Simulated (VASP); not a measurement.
Input of a VASP 6.6.1 run:

Contents of INCAR:

```
SYSTEM = Cu
  PREC = Accurate
  ENCUT = 520
  EDIFF = 1E-6
  ISMEAR = -1
  SIGMA = 0.05
  LREAL = .False.
  LASPH = .True.
  NELM = 80
  ALGO = Normal
  ISIF = 2
  LWAVE = .False.
  LCHARG = .False.
  GGA = PE
  NBANDS = 18
```

File KPOINTS:

```
regular mesh
0
Gamma
  11 11 11
  0 0 0
```

The input POSCAR:

```
Cu
1.0
    1.2406082111     -4.0170423680      0.0000000000
    1.2406082111      4.0170423680      0.0000000000
    0.0000000000      0.0000000000      2.5221173562
Cu
2
Direct
    0.8659105805      0.1340894195      0.7500000000
    0.1340894195      0.8659105805      0.2500000000
```

Potentials or basis: VASP PAW PBE potentials, release 64 (Cu).

Launch:

```console
$ cat potpaw_PBE.64/Cu/POTCAR > POTCAR
$ mpirun -np 1 vasp_std > vasp.out
```

Estimate the band gap on the k mesh.

zero (bands 11 and 12 overlap by 5.31 eV).

Estimate the pressure.

0.4 GPa.

Forces in eV/Å, atoms in the order of the input:
```
Cu   0.000 -0.003  0.000
Cu   0.000  0.003  0.000
```
